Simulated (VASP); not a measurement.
# Ni (P6_3/mmc) in VASP: notebook

The runs below take Ni through single point, with LDA.

Everything below comes from runs of VASP 6.6.1. Logs are shortened: lines on timing, memory, paths and dates and some standing lists are left out, and cuts for length are marked.

### 1 The cell of the first run

Symmetry: P6_3/mmc, No. 194, hexagonal system. Conventional cell: a = 2.448 Å, b = 2.448 Å, c = 4.073 Å, α = 90.00°, β = 90.00°, γ = 120.00°. Ni (site symmetry -6m2) has 12 Ni at 2.45 to 2.48 Å within 3.2 Å.

### 2 Single point, LDA, collinear spin, ferromagnetic start

INCAR reads:

```
PREC = Accurate
ENCUT = 600
EDIFF = 1E-6
ISMEAR = 1
SIGMA = 0.02
LREAL = False
LASPH = True
NELM = 200
ALGO = Normal
ISIF = 2
LWAVE = False
LCHARG = False
ISPIN = 2
MAGMOM = 1 1
LORBIT = 11
LMAXMIX = 4
GGA = CA
NBANDS = 21
GGA_COMPAT = False
```

KPOINTS reads:

```
Automatic mesh
0
Gamma
  8 8 5
```

POSCAR reads:

```
Ni
1.0
    2.4480230000      0.0000000000      0.0000000000
   -1.2240115000      2.1200501070      0.0000000000
    0.0000000000      0.0000000000      4.0728080000
Ni
2
Direct
    0.3333330000      0.6666670000      0.2500000000
    0.6666670000      0.3333330000      0.7500000000
```

Potentials or basis: VASP PAW LDA potentials, release 64 (Ni).

On the command line:

```
$ cat potpaw_LDA.64/Ni/POTCAR > POTCAR
$ mpirun -np 1 vasp_std > vasp.out
```

OUTCAR:

```text
PREC = Accurate
   ENCUT = 600
   EDIFF = 1E-6
   ISMEAR = 1
   LREAL = False
   LASPH = True
   NELM = 200
   ISIF = 2
   ISPIN = 2
   LORBIT = 11
   GGA = CA

 ion  position               nearest neighbor table
   1  0.333  0.667  0.250-   2 2.48   2 2.48   2 2.48   2 2.48   2 2.48   2 2.48
   2  0.667  0.333  0.750-   1 2.48   1 2.48   1 2.48   1 2.48   1 2.48   1 2.48

  LATTYP: Found a hexagonal cell.
 ALAT       =     2.4480230000
 C/A-ratio  =     1.6637131269

  Lattice vectors:

 A1 = (   2.4480230000,   0.0000000000,   0.0000000000)
 A2 = (  -1.2240115000,   2.1200501070,   0.0000000000)
 A3 = (   0.0000000000,   0.0000000000,   4.0728080000)

Analysis of symmetry for initial positions (statically):
=====================================================================
 Subroutine PRICEL returns:
 Original cell was already a primitive cell.

 Routine SETGRP: Setting up the symmetry group for a
 hexagonal supercell.

 Subroutine GETGRP returns: Found 24 space group operations
 (whereof 12 operations were pure point group operations)
 out of a pool of 24 trial point group operations.

The static configuration has the point symmetry D_3d.
 The point group associated with its full space group is D_6h.

Analysis of symmetry for dynamics (positions and initial velocities):
=====================================================================
 Subroutine PRICEL returns:
 Original cell was already a primitive cell.

 Routine SETGRP: Setting up the symmetry group for a
 hexagonal supercell.

 Subroutine GETGRP returns: Found 24 space group operations
 (whereof 12 operations were pure point group operations)
 out of a pool of 24 trial point group operations.

The dynamic configuration has the point symmetry D_3d.
 The point group associated with its full space group is D_6h.

Analysis of structural, dynamic, and magnetic symmetry:
=====================================================================
 Subroutine PRICEL returns:
 Original cell was already a primitive cell.

 Routine SETGRP: Setting up the symmetry group for a
 hexagonal supercell.

 Subroutine GETGRP returns: Found 24 space group operations
 (whereof 12 operations were pure point group operations)
 out of a pool of 24 trial point group operations.

The overall configuration has the point symmetry D_3d.
 The point group associated with its full space group is D_6h.

 Subroutine INISYM returns: Found 24 space group operations
 (whereof 12 operations are pure point group operations),
 and found     1 'primitive' translations

----------------------------------------------------------------------------------------

                                     Primitive cell

  volume of cell :      21.1376

  direct lattice vectors                    reciprocal lattice vectors
     2.448023000  0.000000000  0.000000000     0.408492894  0.235843482  0.000000000
    -1.224011500  2.120050107  0.000000000     0.000000000  0.471686965  0.000000000
     0.000000000  0.000000000  4.072808000     0.000000000  0.000000000  0.245530848

  length of vectors
     2.448023000  2.448023000  4.072808000     0.471686965  0.471686965  0.245530848

  position of ions in fractional coordinates (direct lattice)
     0.333333000  0.666667000  0.250000000
     0.666667000  0.333333000  0.750000000

  ion indices of the primitive-cell ions
   primitive index   ion index
                 1           1
                 2           2

----------------------------------------------------------------------------------------

 KPOINTS: Automatic mesh

Automatic generation of k-mesh.
 Grid dimensions read from file:
 generate k-points for:    8    8    5

 Generating k-lattice:

  Cartesian coordinates                     Fractional coordinates (reciprocal lattice)
     0.051061612  0.029480435  0.000000000     0.125000000  0.000000000  0.000000000
     0.000000000  0.058960871  0.000000000     0.000000000  0.125000000  0.000000000
     0.000000000  0.000000000  0.049106170     0.000000000  0.000000000  0.200000000

  Length of vectors
     0.058960871  0.058960871  0.049106170

  Shift w.r.t. Gamma in fractional coordinates (k-lattice)
     0.000000000  0.000000000  0.000000000

 Subroutine IBZKPT returns following result:
 ===========================================

 Found     30 irreducible k-points:

 Following reciprocal coordinates:
            Coordinates               Weight
  0.000000  0.000000  0.000000      1.000000
  0.125000 -0.000000  0.000000      6.000000
  0.250000 -0.000000  0.000000      6.000000
  0.375000  0.000000  0.000000      6.000000
  0.500000 -0.000000  0.000000      3.000000
  0.125000  0.125000  0.000000      6.000000
[... 16 lines left out ...]
  0.250000 -0.000000  0.400000     12.000000
  0.375000  0.000000  0.400000     12.000000
 [... further k-points ...]
   k-points           NKPTS =     30   k-points in BZ     NKDIM =     30   number of bands    NBANDS=     21
   number of dos      NEDOS =    301   number of ions     NIONS =      2
   total plane-waves  NPLWV =  14400
   dimension x,y,z NGX =    20 NGY =   20 NGZ =   36
   dimension x,y,z NGXF=    40 NGYF=   40 NGZF=   72
   ions per type =               2
   NGX,Y,Z   is equivalent  to a cutoff of  13.58, 13.58, 14.69 a.u.
   NGXF,Y,Z  is equivalent  to a cutoff of  27.16, 27.16, 29.39 a.u.
 SYSTEM =  unknown system
   PREC   = accura    normal or accurate (medium, high low for compatibility)
   ISTART =      0    job   : 0-new  1-cont  2-samecut
   ICHARG =      2    charge: 1-file 2-atom 10-const
   ISPIN  =      2    spin polarized calculation?
   LNONCOLLINEAR =      F non collinear calculations
   LSORBIT =      F    spin-orbit coupling
   LASPH  =      T    aspherical Exc in radial PAW
   ENCUT  =  600.0 eV  44.10 Ry    6.64 a.u.   4.89  4.89  8.13*2*pi/ulx,y,z
   NELM   =    200;   NELMIN=  2; NELMDL= -5     # of ELM steps
   EDIFF  = 0.1E-05   stopping-criterion for ELM
   LREAL  =      F    real-space projection
   EDIFFG = 0.1E-04   stopping-criterion for IOM
   NSW    =      0    number of steps for IOM
   IBRION =     -1    ionic relax: 0-MD 1-quasi-New 2-CG
   NFREE  =      0    steps in history (QN), initial steepest desc. (CG)
   ISIF   =      2    stress and relaxation
   ISYM   =      2    0-nonsym 1-usesym 2-fastsym
   POTIM  = 0.5000    time-step for ionic-motion
   TEBEG  =    0.0;   TEEND  =   0.0 temperature during run
   PSTRESS=    0.0 pullay stress
   NELECT =      20.0000    total number of electrons
   NUPDOWN=      -1.0000    fix difference up-down
   EMIN   =  10.00;   EMAX   =-10.00  energy-range for DOS
   EFERMI =   0.00;   METHOD = LEGACY
   ISMEAR =     1;   SIGMA  =   0.02  broadening in eV -4-tet -1-fermi 0-gaus
   EFERMI_NEDOS =   21; number of points for ismear=-14 and -15
   IALGO  =     38    algorithm
   IMIX   =      4    mixing-type and parameters
     AMIX     =   0.40;   BMIX     =  1.00
     AMIX_MAG =   1.60;   BMIX_MAG =  1.00
  volume/ion in A,a.u.               =      10.57        71.32
  Fermi-wavevector in a.u.,A,eV,Ry     =   1.607187  3.037142 35.144513  2.583049
  Thomas-Fermi vector in A             =   2.703255
   LORBIT       =     11    0 simple, 1 ext, 2 COOP (PROOUT), +10 PAW based schemes
   GGA     = CA    functional components
   LHFCALC =     F    Hartree Fock is set to
   AEXX    =    0.0000 exact exchange contribution
   IVDW    =     0    specifies the selected vdW correction
   LEPSILON=     F    determine dielectric tensor
   LRPA    =     F    only Hartree local field effects (RPA)
 spin polarized calculation
 Methfessel and Paxton  Order N= 1 SIGMA  =   0.02
  energy-cutoff  :      600.00
  volume of cell :       21.14
 maximum number of plane-waves:       718
 NGX is ok and might be reduce to    20
   NGX =  9   NGY =  9   NGZ = 17

 number of electron      20.0000004 magnetization       1.3391718

 Free energy of the ion-electron system (eV)
  ---------------------------------------------------
  ext. energy  EPLUGINS =         0.00000000
  ---------------------------------------------------
  free energy    TOTEN  =       -13.06799454 eV

  energy without entropy =      -13.06755455  energy(sigma->0) =      -13.06784787

 E-fermi :   9.4632     XC(G=0): -13.7849

 val. band max:        9.4628398197   @ k =   0.3750   0.2500   0.4000
 cond. band min:       9.4688058278   @ k =   0.3750   0.0000   0.0000
 fundamental gap:      0.0059660081
 Fermi energy:         9.4632375972

 spin component 1

 k-point     1 :       0.0000    0.0000    0.0000
  band No.  band energies     occupation
      1       0.2503      1.00000
      2       4.4470      1.00000
      3       6.9146      1.00000
      4       7.0881      1.00000
      5       7.0881      1.00000
      6       7.3537      1.00000
[... 13 lines left out ...]
     20      36.1861      0.00000
     21      40.1031      0.00000

 k-point     2 :       0.1250   -0.0000    0.0000
  band No.  band energies     occupation
      1       0.8065      1.00000
      2       4.7837      1.00000
      3       6.7063      1.00000
      4       7.1727      1.00000
      5       7.1960      1.00000
      6       7.3113      1.00000
[... 13 lines left out ...]
     20      38.6659      0.00000
     21      39.4376      0.00000

 k-point     3 :       0.2500   -0.0000    0.0000
  band No.  band energies     occupation
      1       2.3390      1.00000
      2       5.3411      1.00000
      3       6.1126      1.00000
      4       6.4385      1.00000
      5       6.9729      1.00000
      6       7.4119      1.00000
[... 13 lines left out ...]
     20      38.0132      0.00000
     21      38.5337      0.00000
[... 457 lines left out ...]
 k-point    23 :       0.2500   -0.0000    0.4000
  band No.  band energies     occupation
      1       3.5089      1.00000
      2       4.6040      1.00000
      3       6.0415      1.00000
      4       6.4074      1.00000
      5       6.8215      1.00000
      6       7.1391      1.00000
[... 13 lines left out ...]
     20      33.3686      0.00000
     21      39.6562      0.00000

 k-point    24 :       0.3750    0.0000    0.4000
  band No.  band energies     occupation
      1       4.4674      1.00000
      2       4.8740      1.00000
      3       5.8670      1.00000
      4       6.1260      1.00000
      5       7.5901      1.00000
      6       7.6645      1.00000
[... 13 lines left out ...]
     20      32.3170      0.00000
     21      35.9080      0.00000

 [... further k-points ...]

 spin component 2

 k-point     1 :       0.0000    0.0000    0.0000
  band No.  band energies     occupation
      1       0.3109      1.00000
      2       4.8468      1.00000
      3       7.5571      1.00000
      4       7.7288      1.00000
      5       7.7288      1.00000
      6       8.0106      1.00000
[... 13 lines left out ...]
     20      36.3452      0.00000
     21      40.2728      0.00000

 k-point     2 :       0.1250   -0.0000    0.0000
  band No.  band energies     occupation
      1       0.8681      1.00000
      2       5.2026      1.00000
      3       7.3245      1.00000
      4       7.6205      1.00000
      5       7.8175      1.00000
      6       7.9639      1.00000
[... 13 lines left out ...]
     20      38.8329      0.00000
     21      39.5650      0.00000

 k-point     3 :       0.2500   -0.0000    0.0000
  band No.  band energies     occupation
      1       2.4152      1.00000
      2       5.8255      1.00000
      3       6.5586      1.00000
      4       6.9966      1.00000
      5       7.5888      1.00000
      6       8.0465      1.00000
[... 13 lines left out ...]
     20      38.1928      0.00000
     21      38.6573      0.00000
[... 457 lines left out ...]
 k-point    23 :       0.2500   -0.0000    0.4000
  band No.  band energies     occupation
      1       3.6263      1.00000
      2       4.8111      1.00000
      3       6.5964      1.00000
      4       6.9869      1.00000
      5       7.3960      1.00000
      6       7.7140      1.00000
[... 13 lines left out ...]
     20      33.4688      0.00000
     21      39.8012      0.00000

 k-point    24 :       0.3750    0.0000    0.4000
  band No.  band energies     occupation
      1       4.7836      1.00000
      2       5.2538      1.00000
      3       6.4064      1.00000
      4       6.6852      1.00000
      5       8.1062      1.00000
      6       8.3062      1.00000
[... 13 lines left out ...]
     20      32.4444      0.00000
     21      36.0747      0.00000

 [... further k-points ...]
[... 5 lines left out ...]
  --------------------------------------------------------------------------------------
  -------------------------------------------------------------------------------------
  Total       -1.2522521     -1.2522521     -1.7839867      0.0000000      0.0000000     -0.0000000
  in kB      -94.9176133    -94.9176133   -135.2217796      0.0000000      0.0000000     -0.0000000
  external PRESSURE =    -108.3523354 kB  Pullay stress =       0.0000000 kB

 VOLUME and BASIS-vectors are now :
 -----------------------------------------------------------------------------
  energy-cutoff  :      600.00
  volume of cell :       21.14
      direct lattice vectors                 reciprocal lattice vectors
     2.448023000  0.000000000  0.000000000     0.408492894  0.235843482  0.000000000
    -1.224011500  2.120050107  0.000000000     0.000000000  0.471686965  0.000000000
     0.000000000  0.000000000  4.072808000     0.000000000  0.000000000  0.245530848

 POSITION                                       TOTAL-FORCE (eV/Angst)
 -----------------------------------------------------------------------------------
     -0.00000      1.41337      1.01820        -0.000000      0.000000      0.000000
      1.22401      0.70668      3.05461         0.000000     -0.000000      0.000000
 -----------------------------------------------------------------------------------
    total drift:                               -0.000018      0.000010     -0.000030

  FREE ENERGIE OF THE ION-ELECTRON SYSTEM (eV)
  ---------------------------------------------------
  free  energy   TOTEN  =       -13.0679945374 eV

  energy  without entropy=      -13.0675545471  energy(sigma->0) =      -13.06784787

 total charge

# of ion       s       p       d       tot
------------------------------------------
    1        0.513   0.523   8.337   9.373
    2        0.513   0.523   8.337   9.373
--------------------------------------------------
tot          1.025   1.046  16.675  18.746

 magnetization (x)

# of ion       s       p       d       tot
------------------------------------------
    1       -0.002  -0.016   0.689   0.671
    2       -0.002  -0.016   0.689   0.671
--------------------------------------------------
tot         -0.004  -0.032   1.378   1.342
```

Wall time 74 s (1 thread of AMD EPYC 7R13, shared host); peak memory 0.12 GiB.

Results:

- Free energy: -13.0680 eV
- Pressure: -10.8 GPa
- Net moment: 1.34 μB per cell
- Site moments: Ni +0.67 μB
- Valence electrons inside the program's atomic spheres: Ni 9.37

Caveat: the k points lie up to 0.37 Å⁻¹ apart.

### 3 Single point, LDA, collinear spin, ferromagnetic start

INCAR reads:

```
SYSTEM = Ni
  ALGO = Normal
  EDIFF = 1E-6
  ENCUT = 600
  GGA = CA
  GGA_COMPAT = .False.
  ISIF = 2
  ISMEAR = 1
  ISPIN = 2
  LASPH = .True.
  LCHARG = .True.
  LELF = .True.
  LMAXMIX = 4
  LORBIT = 11
  LREAL = .False.
  LVHAR = .True.
  LWAVE = .False.
  MAGMOM = 1 1
  NBANDS = 21
  NELM = 200
  PREC = Accurate
  SIGMA = 0.02
```

KPOINTS reads:

```
k-points
0
Gamma
  8 8 5
  0 0 0
```

POSCAR is that of step 2.

Potentials or basis: VASP PAW LDA potentials, release 64 (Ni).

On the command line:

```
$ cat potpaw_LDA.64/Ni/POTCAR > POTCAR
$ mpirun -np 1 vasp_std > vasp.out
```

Run time: 76 s. Hardware: 1 thread of AMD EPYC 7R13, shared host; peak memory 0.12 GiB.

The run converged. Its results:

```
Free energy                                           : -13.0680 eV
Pressure                                              : -10.8 GPa
Net moment                                            : 1.34 μB per cell
Site moments                                          : Ni +0.67 μB
Valence electrons inside the program's atomic spheres : Ni 9.37
```

Stress tensor (GPa, compression positive):
```
 -9.49   0.00   0.00
  0.00  -9.49   0.00
  0.00   0.00 -13.52
```

Levels at points of the mesh, in eV from the Fermi level:
Spin up:
| k point | band 8 | band 9 | band 10 | band 11 | band 12 | band 13 | band 14 | band 15 |
| --- | --- | --- | --- | --- | --- | --- | --- | --- |
| (0.00, 0.00, 0.00) | -1.63 | -1.63 | -0.68 | -0.68 | -0.52 | 5.62 | 23.15 | 25.20 |
| (0.50, 0.00, 0.00) | -0.52 | -0.52 | -0.41 | 1.27 | 3.21 | 9.41 | 9.95 | 12.62 |
Spin down:
```tsv
k point	band 6	band 7	band 8	band 9	band 10	band 11	band 12	band 13
(0.00, 0.00, 0.00)	-1.45	-1.45	-0.97	-0.97	-0.48	0.01	0.01	6.04
(0.50, 0.00, 0.00)	-1.78	-1.48	0.19	0.20	0.32	1.74	3.60	9.61
```

Caveat: the k points lie up to 0.37 Å⁻¹ apart.
